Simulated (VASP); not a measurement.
# SiC5 (P-62m) in VASP: a series of runs

SiC5 is run at these levels: PBE; tasks: single point, relaxation of cell and atoms.

Program: VASP 6.6.1. These are calculated values, not measurements. Logs are shortened: lines on timing, memory, paths and dates and some standing lists are left out, and cuts for length are marked.

### 1 The cell of the first run

The structure is hexagonal, space group P-62m (No. 189). The conventional cell has a = 4.650 Å, b = 4.650 Å, c = 4.563 Å, α = 90.00°, β = 90.00°, γ = 120.00°. Si (site symmetry -62m) has 3 C at 1.77 Å within 2.3 Å. Within 1.9 Å of C (site symmetry m2m) lie 2 C at 1.45 Å and 1 Si at 1.77 Å. C (site symmetry -6) has 3 C at 1.45 Å within 1.9 Å.

### 2 Single point, PBE

Input file INCAR:

```
ALGO     = Normal         # electronic algorithm
EDIFF    = 1E-6           # SCF threshold, eV
ENCUT    = 520            # plane-wave cutoff, eV
GGA      = PE             # functional
ISIF     = 2              # what is computed and relaxed
ISMEAR   = 0              # smearing method
LASPH    = True           # aspherical terms in the spheres
LCHARG   = False          # write CHGCAR
LREAL    = False          # projectors in reciprocal space
LWAVE    = False          # write WAVECAR
NBANDS   = 21             # bands
NELM     = 100            # most SCF steps
PREC     = Accurate       # precision mode
SIGMA    = 0.1            # smearing width, eV
```

Input file KPOINTS:

```
k-points
0
Gamma
  12 12 8
```

Input file POSCAR:

```
SiC5
1.0
    4.6500768849      0.0000000000      0.0000000000
   -2.3250384425      4.0270847119      0.0000000000
    0.0000000000      0.0000000000      4.5634975582
Si C
1 5
Direct
    0.0000000000      0.0000000000      0.0000000000
    0.0000000000      0.6201770163      0.0000000000
    0.6201770163      0.0000000000      0.0000000000
    0.3798229837      0.3798229837      0.0000000000
    0.3333333333      0.6666666667      0.0000000000
    0.6666666667      0.3333333333      0.0000000000
```

Potentials or basis: VASP PAW PBE potentials, release 64 (Si, C).

Run with:

```sh
$ cat potpaw_PBE.64/Si/POTCAR potpaw_PBE.64/C/POTCAR > POTCAR
$ mpirun -np 1 vasp_std > vasp.out
```

OUTCAR:

```text
EDIFF = 1E-6
   ENCUT = 520
   GGA = PE
   ISIF = 2
   ISMEAR = 0
   LASPH = True
   LREAL = False
   NELM = 100
   PREC = Accurate

 ion  position               nearest neighbor table
   1  0.000  0.000  0.000-   4 1.77   3 1.77   2 1.77
   2  0.000  0.620  0.000-   5 1.45   6 1.45   1 1.77
   3  0.620  0.000  0.000-   6 1.45   5 1.45   1 1.77
   4  0.380  0.380  0.000-   6 1.45   5 1.45   1 1.77
   5  0.333  0.667  0.000-   2 1.45   3 1.45   4 1.45
   6  0.667  0.333  0.000-   3 1.45   2 1.45   4 1.45

  LATTYP: Found a hexagonal cell.
 ALAT       =     4.6500768849
 C/A-ratio  =     0.9813810978

  Lattice vectors:

 A1 = (   4.6500768849,   0.0000000000,   0.0000000000)
 A2 = (  -2.3250384425,   4.0270847119,   0.0000000000)
 A3 = (   0.0000000000,   0.0000000000,   4.5634975582)

Analysis of symmetry for initial positions (statically):
=====================================================================
 Subroutine PRICEL returns:
 Original cell was already a primitive cell.

 Routine SETGRP: Setting up the symmetry group for a
 hexagonal supercell.

 Subroutine GETGRP returns: Found 12 space group operations
 (whereof 12 operations were pure point group operations)
 out of a pool of 24 trial point group operations.

The static configuration has the point symmetry D_3h.

Analysis of symmetry for dynamics (positions and initial velocities):
=====================================================================
 Subroutine PRICEL returns:
 Original cell was already a primitive cell.

 Routine SETGRP: Setting up the symmetry group for a
 hexagonal supercell.

 Subroutine GETGRP returns: Found 12 space group operations
 (whereof 12 operations were pure point group operations)
 out of a pool of 24 trial point group operations.

The dynamic configuration has the point symmetry D_3h.

 Subroutine INISYM returns: Found 12 space group operations
 (whereof 12 operations are pure point group operations),
 and found     1 'primitive' translations

----------------------------------------------------------------------------------------

                                     Primitive cell

  volume of cell :      85.4572

  direct lattice vectors                    reciprocal lattice vectors
     4.650076885  0.000000000  0.000000000     0.215050208  0.124159295  0.000000000
    -2.325038442  4.027084712  0.000000000     0.000000000  0.248318591  0.000000000
     0.000000000  0.000000000  4.563497558     0.000000000  0.000000000  0.219130171

  length of vectors
     4.650076885  4.650076885  4.563497558     0.248318591  0.248318591  0.219130171

  position of ions in fractional coordinates (direct lattice)
     0.000000000  0.000000000  0.000000000
     0.000000000  0.620177016  0.000000000
     0.620177016  0.000000000  0.000000000
     0.379822984  0.379822984  0.000000000
     0.333333333  0.666666667  0.000000000
     0.666666667  0.333333333  0.000000000

  ion indices of the primitive-cell ions
   primitive index   ion index
                 1           1
                 2           2
                 3           3
                 4           4
                 5           5
                 6           6

----------------------------------------------------------------------------------------

 KPOINTS: k-points

Automatic generation of k-mesh.
 Grid dimensions read from file:
 generate k-points for:   12   12    8

 Generating k-lattice:

  Cartesian coordinates                     Fractional coordinates (reciprocal lattice)
     0.017920851  0.010346608  0.000000000     0.083333333  0.000000000  0.000000000
     0.000000000  0.020693216  0.000000000     0.000000000  0.083333333  0.000000000
     0.000000000  0.000000000  0.027391271     0.000000000  0.000000000  0.125000000

  Length of vectors
     0.020693216  0.020693216  0.027391271

  Shift w.r.t. Gamma in fractional coordinates (k-lattice)
     0.000000000  0.000000000  0.000000000

 Subroutine IBZKPT returns following result:
 ===========================================

 Found     95 irreducible k-points:

 Following reciprocal coordinates:
            Coordinates               Weight
  0.000000  0.000000  0.000000      1.000000
  0.083333  0.000000  0.000000      6.000000
  0.166667  0.000000  0.000000      6.000000
  0.250000  0.000000  0.000000      6.000000
  0.333333 -0.000000  0.000000      6.000000
  0.416667  0.000000  0.000000      6.000000
[... 16 lines left out ...]
  0.250000  0.000000  0.125000     12.000000
  0.333333 -0.000000  0.125000     12.000000
 [... further k-points ...]
   k-points           NKPTS =     95   k-points in BZ     NKDIM =     95   number of bands    NBANDS=     21
   number of dos      NEDOS =    301   number of ions     NIONS =      6
   total plane-waves  NPLWV =  46656
   dimension x,y,z NGX =    36 NGY =   36 NGZ =   36
   dimension x,y,z NGXF=    72 NGYF=   72 NGZF=   72
   ions per type =               1   5
   NGX,Y,Z   is equivalent  to a cutoff of  12.87, 12.87, 13.11 a.u.
   NGXF,Y,Z  is equivalent  to a cutoff of  25.74, 25.74, 26.23 a.u.
 SYSTEM =  unknown system
   PREC   = accura    normal or accurate (medium, high low for compatibility)
   ISTART =      0    job   : 0-new  1-cont  2-samecut
   ICHARG =      2    charge: 1-file 2-atom 10-const
   ISPIN  =      1    spin polarized calculation?
   LNONCOLLINEAR =      F non collinear calculations
   LSORBIT =      F    spin-orbit coupling
   LASPH  =      T    aspherical Exc in radial PAW
   ENCUT  =  520.0 eV  38.22 Ry    6.18 a.u.   8.65  8.65  8.49*2*pi/ulx,y,z
   NELM   =    100;   NELMIN=  2; NELMDL= -5     # of ELM steps
   EDIFF  = 0.1E-05   stopping-criterion for ELM
   LREAL  =      F    real-space projection
   EDIFFG = 0.1E-04   stopping-criterion for IOM
   NSW    =      0    number of steps for IOM
   IBRION =     -1    ionic relax: 0-MD 1-quasi-New 2-CG
   NFREE  =      0    steps in history (QN), initial steepest desc. (CG)
   ISIF   =      2    stress and relaxation
   ISYM   =      2    0-nonsym 1-usesym 2-fastsym
   POTIM  = 0.5000    time-step for ionic-motion
   TEBEG  =    0.0;   TEEND  =   0.0 temperature during run
   PSTRESS=    0.0 pullay stress
   NELECT =      24.0000    total number of electrons
   NUPDOWN=      -1.0000    fix difference up-down
   EMIN   =  10.00;   EMAX   =-10.00  energy-range for DOS
   EFERMI =   0.00;   METHOD = LEGACY
   ISMEAR =     0;   SIGMA  =   0.10  broadening in eV -4-tet -1-fermi 0-gaus
   EFERMI_NEDOS =   21; number of points for ismear=-14 and -15
   IALGO  =     38    algorithm
   IMIX   =      4    mixing-type and parameters
     AMIX     =   0.40;   BMIX     =  1.00
     AMIX_MAG =   1.60;   BMIX_MAG =  1.00
  volume/ion in A,a.u.               =      14.24        96.12
  Fermi-wavevector in a.u.,A,eV,Ry     =   1.072084  2.025946 15.638062  1.149365
  Thomas-Fermi vector in A             =   2.207844
   LORBIT       =      0    0 simple, 1 ext, 2 COOP (PROOUT), +10 PAW based schemes
   GGA     = PE    functional components
   LHFCALC =     F    Hartree Fock is set to
   AEXX    =    0.0000 exact exchange contribution
   IVDW    =     0    specifies the selected vdW correction
   LEPSILON=     F    determine dielectric tensor
   LRPA    =     F    only Hartree local field effects (RPA)
 non-spin polarized calculation
 Gauss-broadening in eV      SIGMA  =   0.10
  energy-cutoff  :      520.00
  volume of cell :       85.46
 maximum number of plane-waves:      2327
 NGX is ok and might be reduce to    36
   NGX = 17   NGY = 17   NGZ = 17

 number of electron      24.0000000 magnetization

 Free energy of the ion-electron system (eV)
  ---------------------------------------------------
  ext. energy  EPLUGINS =         0.00000000
  ---------------------------------------------------
  free energy    TOTEN  =       -49.22202534 eV

  energy without entropy =      -49.22111899  energy(sigma->0) =      -49.22157216

 E-fermi :   2.4402     XC(G=0):  -8.2232

 val. band max:        2.3980607971   @ k =   0.0000   0.0000   0.2500
 cond. band min:       2.4752120583   @ k =   0.0000   0.0000   0.1250
 fundamental gap:      0.0771512612
 Fermi energy:         2.4401520645

 k-point     1 :       0.0000    0.0000    0.0000
  band No.  band energies     occupation
      1     -15.2966      2.00000
      2     -10.5754      2.00000
      3      -9.4623      2.00000
      4      -9.4623      2.00000
      5      -6.4106      2.00000
      6      -6.4106      2.00000
[... 13 lines left out ...]
     20      11.7423      0.00000
     21      12.4750      0.00000

 k-point     2 :       0.0833    0.0000    0.0000
  band No.  band energies     occupation
      1     -15.2536      2.00000
      2     -10.8498      2.00000
      3      -9.5371      2.00000
      4      -9.2377      2.00000
      5      -6.6688      2.00000
      6      -6.2804      2.00000
[... 13 lines left out ...]
     20      11.8943      0.00000
     21      12.1636      0.00000

 k-point     3 :       0.1667    0.0000    0.0000
  band No.  band energies     occupation
      1     -15.1259      2.00000
      2     -11.3799      2.00000
      3      -9.7188      2.00000
      4      -8.9099      2.00000
      5      -6.8800      2.00000
      6      -5.9339      2.00000
[... 13 lines left out ...]
     20      11.7879      0.00000
     21      12.1656      0.00000

 k-point     4 :       0.2500    0.0000    0.0000
  band No.  band energies     occupation
      1     -14.9179      2.00000
      2     -11.9596      2.00000
      3      -9.9287      2.00000
      4      -8.7800      2.00000
      5      -6.7165      2.00000
      6      -5.4597      2.00000
[... 13 lines left out ...]
     20      11.4622      0.00000
     21      11.6532      0.00000

 k-point     5 :       0.3333   -0.0000    0.0000
  band No.  band energies     occupation
      1     -14.6403      2.00000
      2     -12.5250      2.00000
      3     -10.1081      2.00000
      4      -8.8258      2.00000
      5      -6.2350      2.00000
      6      -4.9484      2.00000
[... 13 lines left out ...]
     20      10.8356      0.00000
     21      11.5446      0.00000

 k-point     6 :       0.4167    0.0000    0.0000
  band No.  band energies     occupation
      1     -14.3280      2.00000
      2     -13.0183      2.00000
      3     -10.2251      2.00000
      4      -8.9008      2.00000
      5      -5.6635      2.00000
      6      -4.5086      2.00000
[... 13 lines left out ...]
     20      10.5239      0.00000
     21      11.4514      0.00000

 k-point     7 :       0.5000    0.0000    0.0000
  band No.  band energies     occupation
      1     -14.1411      2.00000
      2     -13.2669      2.00000
      3     -10.2655      2.00000
      4      -8.9316      2.00000
      5      -5.3531      2.00000
      6      -4.3048      2.00000
[... 13 lines left out ...]
     20      10.4480      0.00000
     21      11.4122      0.00000
[... 291 lines left out ...]
      1     -15.2931      2.00000
      2     -10.5740      2.00000
      3      -9.4605      2.00000
      4      -9.4605      2.00000
      5      -6.4086      2.00000
      6      -6.4086      2.00000
[... 13 lines left out ...]
     20      11.3696      0.00000
     21      12.6722      0.00000

 k-point    21 :       0.0833    0.0000    0.1250
  band No.  band energies     occupation
      1     -15.2502      2.00000
      2     -10.8483      2.00000
      3      -9.5351      2.00000
      4      -9.2359      2.00000
      5      -6.6653      2.00000
      6      -6.2785      2.00000
[... 13 lines left out ...]
     20      11.4918      0.00000
     21      12.4282      0.00000

 k-point    22 :       0.1667    0.0000    0.1250
  band No.  band energies     occupation
      1     -15.1226      2.00000
      2     -11.3781      2.00000
      3      -9.7166      2.00000
      4      -8.9080      2.00000
      5      -6.8760      2.00000
      6      -5.9322      2.00000
[... 13 lines left out ...]
     20      11.6697      0.00000
     21      12.0336      0.00000

 k-point    23 :       0.2500    0.0000    0.1250
  band No.  band energies     occupation
      1     -14.9147      2.00000
      2     -11.9575      2.00000
      3      -9.9263      2.00000
      4      -8.7775      2.00000
      5      -6.7132      2.00000
      6      -5.4582      2.00000
[... 13 lines left out ...]
     20      11.6100      0.00000
     21      11.7123      0.00000

 k-point    24 :       0.3333   -0.0000    0.1250
  band No.  band energies     occupation
      1     -14.6372      2.00000
      2     -12.5226      2.00000
      3     -10.1054      2.00000
      4      -8.8227      2.00000
      5      -6.2324      2.00000
      6      -4.9473      2.00000
[... 13 lines left out ...]
     20      10.9654      0.00000
     21      11.6753      0.00000

 [... further k-points ...]
[... 5 lines left out ...]
  --------------------------------------------------------------------------------------
  -------------------------------------------------------------------------------------
  Total        0.1194492      0.1194492      0.0010524     -0.0000000     -0.0000000      0.0000000
  in kB        2.2394698      2.2394698      0.0197315     -0.0000000     -0.0000000      0.0000000
  external PRESSURE =       1.4995570 kB  Pullay stress =       0.0000000 kB

 VOLUME and BASIS-vectors are now :
 -----------------------------------------------------------------------------
  energy-cutoff  :      520.00
  volume of cell :       85.46
      direct lattice vectors                 reciprocal lattice vectors
     4.650076885  0.000000000  0.000000000     0.215050208  0.124159295  0.000000000
    -2.325038442  4.027084712  0.000000000     0.000000000  0.248318591  0.000000000
     0.000000000  0.000000000  4.563497558     0.000000000  0.000000000  0.219130171

 POSITION                                       TOTAL-FORCE (eV/Angst)
 -----------------------------------------------------------------------------------
      0.00000      0.00000      0.00000         0.000000      0.000000      0.000000
     -1.44194      2.49751      0.00000        -0.014417      0.024972      0.000000
      2.88387      0.00000      0.00000         0.028835      0.000000      0.000000
      0.88310      1.52958      0.00000        -0.014417     -0.024972      0.000000
     -0.00000      2.68472      0.00000         0.000000      0.000000      0.000000
      2.32504      1.34236      0.00000         0.000000     -0.000000      0.000000
 -----------------------------------------------------------------------------------
    total drift:                                0.000000      0.000001     -0.000000

  FREE ENERGIE OF THE ION-ELECTRON SYSTEM (eV)
  ---------------------------------------------------
  free  energy   TOTEN  =       -49.2220253375 eV

  energy  without entropy=      -49.2211189889  energy(sigma->0) =      -49.22157216
```

Wall time 60 s (1 thread of Intel Xeon 6975P-C (Granite Rapids), shared host); peak memory 0.27 GiB.

Results:

```yaml
Free_energy: -49.2220 eV
Pressure: 0.1 GPa
Largest_force: 0.029 eV/Å
Band_gap_on_the_k_mesh: zero (band 12 reaches 2.51 eV, above the bottom of band 13 at 2.29 eV)
```

Forces on the atoms (eV/Å):
```
Si   0.000  0.000  0.000
C   -0.014  0.025  0.000
C    0.029  0.000  0.000
C   -0.014 -0.025  0.000
C    0.000  0.000  0.000
C    0.000  0.000  0.000
```

### 3 Single point, PBE, collinear spin, ferromagnetic start

This run uses another cell than the first one, of 13.21 Å³/atom, 0.928 times its volume.

Input file INCAR:

```
SYSTEM = SiC5
ALGO     = Normal         ! electronic algorithm
EDIFF    = 1E-6           ! SCF threshold, eV
ENCUT    = 520            ! plane-wave cutoff, eV
GGA      = PE             ! functional
ISIF     = 2              ! what is computed and relaxed
ISMEAR   = 0              ! smearing method
ISPIN    = 2              ! spin polarisation
LASPH    = .True.         ! aspherical terms in the spheres
LCHARG   = .False.        ! write CHGCAR
LORBIT   = 11             ! projections on sites
LREAL    = .False.        ! projectors in reciprocal space
LWAVE    = .False.        ! write WAVECAR
MAGMOM   = 0 1 1 1 1 1    ! initial moments
NBANDS   = 25             ! bands
NELM     = 150            ! most SCF steps
PREC     = Accurate       ! precision mode
SIGMA    = 0.1            ! smearing width, eV
```

Input file KPOINTS:

```
k-points
0
Gamma
  6 6 4
  0 0 0
```

Input file POSCAR:

```
SiC5
1.0
    4.7384432200      0.0000000000      0.0000000000
   -2.3692216100      4.1036122000      0.0000000000
    0.0000000000      0.0000000000      4.0765093400
Si C
1 5
Direct
    0.0000000000      0.0000000000      0.0000000000
    0.0000000000      0.6666666700      0.0000000000
    0.6666666700      0.0000000000      0.0000000000
    0.3333333300      0.3333333300      0.0000000000
    0.3333333300      0.6666666700      0.0000000000
    0.6666666700      0.3333333300      0.0000000000
```

Potentials or basis: VASP PAW PBE potentials, release 64 (Si, C).

Run with:

```sh
$ cat potpaw_PBE.64/Si/POTCAR potpaw_PBE.64/C/POTCAR > POTCAR
$ mpirun -np 1 vasp_std > vasp.out
```

It took 33 s on 1 thread of Intel Xeon 6975P-C (Granite Rapids), shared host; peak memory 0.24 GiB.

It converged, with:

```
Free energy                                           : -45.5036 eV
Pressure                                              : 3.1 GPa
Largest force                                         : 12.255 eV/Å
Band gap on the k mesh                                : zero (filled and empty bands overlap)
Net moment                                            : 0.00 μB per cell
Valence electrons inside the program's atomic spheres : Si 2.23; C 2.56, 2.31
```

Forces on the atoms (eV/Å):
```
Si    0.000   0.000   0.000
C     6.128 -10.613   0.000
C   -12.255   0.000   0.000
C     6.128  10.613   0.000
C     0.000   0.000   0.000
C     0.000   0.000   0.000
```

Stress tensor (GPa, compression positive):
```
4.27 0.00 0.00
0.00 4.27 0.00
0.00 0.00 0.72
```

Levels at points of the mesh, in eV from the Fermi level:
Spin up:
```
           k point  band 10  band 11  band 12  band 13  band 14  band 15
(0.00, 0.00, 0.00)    -2.26     0.02     0.02     0.31     2.26     3.10
(0.50, 0.00, 0.00)    -3.65    -3.24    -1.22     1.93     3.99     4.53
(0.00, 0.00, 0.50)    -2.25    -0.47    -0.47    -0.14     1.17     6.50
(0.50, 0.00, 0.50)    -4.37    -4.17    -1.88     1.14     4.21     4.35
```
Spin down:
```tsv
k point	band 9	band 10	band 11	band 12	band 13	band 14	band 15	band 16
(0.00, 0.00, 0.00)	-2.26	-2.26	0.02	0.02	0.31	2.26	3.10	6.39
(0.50, 0.00, 0.00)	-4.39	-3.65	-3.24	-1.22	1.93	3.99	4.53	4.57
(0.00, 0.00, 0.50)	-2.25	-2.25	-0.47	-0.47	-0.14	1.17	6.50	6.50
(0.50, 0.00, 0.50)	-4.37	-4.37	-4.17	-1.88	1.14	4.21	4.35	6.01
```

Caveat: the k points lie up to 0.39 Å⁻¹ apart; forces of over 1 eV/Å act on the atoms, so gaps and moduli don't describe the material at rest.

(Continued in part 2 of 2.)
